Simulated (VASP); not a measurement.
**Co4Ge: single point with PBE**

Crystal: Co4Ge.

```
CELL_PARAMETERS angstrom
1.31250 0.75777 9.86265
-1.31250 0.75777 9.86265
0.00000 -1.51554 9.86265
ATOMIC_POSITIONS crystal
Co 0.40116 0.40116 0.40116
Co 0.79968 0.79968 0.79968
Co 0.20032 0.20032 0.20032
Co 0.59884 0.59884 0.59884
Ge 0.00000 0.00000 0.00000
```

```json
{"Program": "VASP 6.6.1", "Task": "single point", "Functional": "PBE", "Potentials or basis": "VASP PAW PBE potentials, release 64 (Co, Ge_d)", "Cutoff": "520 eV", "k mesh": "6 × 6 × 6", "Occupations": "gaussian, width 0.1 eV", "Spin": "collinear spin, antiferromagnetic start", "Starting moments": "[-3.0, 3.0, 3.0, -3.0, 0.0] μB", "Dipole correction": "no", "Further INCAR settings": "ALGO = Normal; EDIFF = 1e-06; NBANDS = 37"}
```

| Quantity | Value |
| --- | --- |
| Pressure | -3.2 GPa |
| Largest force | 0.870 eV/Å |
| Net moment | 2.32 μB per cell |
| Site moments | Co -0.46, +1.65 (each value once); Ge -0.02 μB |
| Valence electrons inside the program's atomic spheres | Co 8.27, 8.13 (each value once); Ge 12.53 |

Forces on the atoms (eV/Å):
```
Co   0.000  0.000 -0.870
Co   0.000  0.000  0.517
Co   0.000  0.000 -0.517
Co   0.000  0.000  0.870
Ge   0.000  0.000  0.000
```

Stress tensor (GPa, compression positive):
```
-3.09  0.00  0.00
 0.00 -3.09  0.00
 0.00  0.00 -3.37
```

Levels at points of the mesh, in eV from the Fermi level:
Spin up:
```tsv
k point	band 24	band 25	band 26	band 27	band 28	band 29
(0.00, 0.00, 0.00)	-0.87	-0.87	-0.74	-0.32	-0.32	-0.23
(0.50, 0.00, 0.00)	-0.53	-0.44	0.54	0.54	0.71	1.71
(0.50, 0.50, 0.00)	-0.15	0.02	0.54	0.55	0.56	0.64
(0.50, 0.50, 0.50)	-0.86	-0.86	-0.34	-0.33	-0.33	-0.21
```
Spin down:
```csv
k point,band 21,band 22,band 23,band 24,band 25,band 26,band 27,band 28
"(0.00, 0.00, 0.00)",-1.05,-0.88,-0.53,-0.53,-0.31,-0.31,0.17,0.17
"(0.50, 0.00, 0.00)",-0.32,-0.17,-0.14,-0.06,0.65,0.81,0.87,0.90
"(0.50, 0.50, 0.00)",-0.17,-0.15,0.02,0.29,0.69,0.81,0.90,0.93
"(0.50, 0.50, 0.50)",-0.88,-0.53,-0.53,-0.49,-0.32,-0.32,0.17,0.17
```

It took 53 min on 1 thread of AMD EPYC 7R13 Processor (Zen 3), with other jobs on the host, peak memory 1.3 GiB.

Caveat: the k points lie up to 0.46 Å⁻¹ apart.
